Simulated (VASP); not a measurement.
HfN, 2 atoms in the cell. Symmetry: I4/mmm, No. 139, tetragonal system. The conventional cell has a = 3.296 Å, b = 3.296 Å, c = 4.548 Å, α = 90.00°, β = 90.00°, γ = 90.00°. Hf (site symmetry 4/mmm) has 6 N at 2.27 to 2.33 Å within 3.0 Å. N (site symmetry 4/mmm) has 6 Hf at 2.27 to 2.33 Å within 3.0 Å.  This cell differs from its parent crystal: strain +0.025 along x and y, +0.000 along z.

```yaml
Program: VASP 6.6.1
Task: single point
Functional: PBE
Potentials_or_basis: VASP PAW PBE potentials, release 64 (Hf_pv, N)
Cutoff: 520 eV
k_mesh: 22 × 22 × 22
Occupations: gaussian, width 0.15 eV
Spin: no spin polarisation
Dipole_correction: no
Further_INCAR_settings: ALGO = Normal; EDIFF = 1e-06; NBANDS = 14
```

Potentials or basis: VASP PAW PBE potentials, release 64 (Hf_pv, N).

Run with:

```bash
$ cat potpaw_PBE.64/Hf_pv/POTCAR potpaw_PBE.64/N/POTCAR > POTCAR
$ mpirun -np 1 vasp_std > vasp.out
```

Hardware: 1 thread of Intel(R) Xeon(R) Platinum 8488C (Sapphire Rapids), with other jobs on the host.

Question: How long does it take, and how much memory?

Answer: Run time: 2.6 min on 1 thread of Intel(R) Xeon(R) Platinum 8488C (Sapphire Rapids) (shared host), peak memory 0.4 GiB. Counts: scf iterations 13, k points 834.
